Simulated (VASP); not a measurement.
Runs of VASP 6.6.1 on MgS (Niningerite). The structure is that of space group Fm-3m (No. 225), or close to it. The cells are those of the table. 

| level | cell | cutoff (eV) | gap on the mesh (eV) | pressure (GPa) |
| --- | --- | --- | --- | --- |
| PBE | a = 3.735 Å, angles 60.0°, 2 atoms | 600 | (a) | -2.3 |
| r2SCAN | a = 3.716 Å, angles 60.0°, 2 atoms | 660 | (b) | (c) |
| PBE | a = 3.698 Å, angles 60.0°, 2 atoms | 600 | 2.74 | -0.3 |
| PBE | a = 3.770 Å, angles 60.0°, 2 atoms | 600 | 2.61 | -4.1 |

Alike in all rows: task single point; potentials or basis VASP PAW PBE potentials, release 64 (Mg, S); no spin polarisation; k mesh 8 × 8 × 8; smearing gaussian 0.01 eV.

Q: Estimate the missing entries.

A: (a) 2.68; (b) 3.37; (c) -2.6.

Caveats: the PAW data sets were made with another functional, which shifts forces and pressure a little (some runs).

A k mesh can miss the band edges.
